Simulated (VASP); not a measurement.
C, 4 atoms in the cell. The cell holds a slab with vacuum, 4 atoms: a = 2.504 Å, b = 2.504 Å, c = 24.607 Å, α = 90.00°, β = 90.00°, γ = 120.00°. 

| Item | Value |
| --- | --- |
| Program | VASP 6.6.1 |
| Task | single point |
| Functional | r2SCAN |
| Potentials or basis | VASP PAW PBE potentials, release 64 (C) |
| Cutoff | 520 eV |
| k mesh | 12 × 12 × 2 |
| Occupations | fermi-dirac, width 0.05 eV |
| Spin | no spin polarisation |
| Dipole correction | no |
| Further INCAR settings | ALGO = Normal; EDIFF = 1e-06; NBANDS = 16 |

Potentials or basis: VASP PAW PBE potentials, release 64 (C).

Launch:

```bash
$ cat potpaw_PBE.64/C/POTCAR > POTCAR
$ cp INCAR.step1 INCAR
$ mpirun -np 1 vasp_std > vasp.out
$ cp INCAR.step2 INCAR
$ mpirun -np 1 vasp_std > vasp.out
```

Hardware: 1 thread of Intel(R) Xeon(R) Platinum 8375C CPU @ 2.90GHz (Ice Lake), with other jobs on the host.

Estimate the wall time of this run.

Wall time 4.7 min on 1 thread of Intel(R) Xeon(R) Platinum 8375C CPU @ 2.90GHz (Ice Lake) (shared host), peak memory 0.3 GiB. Counts: k points 38.
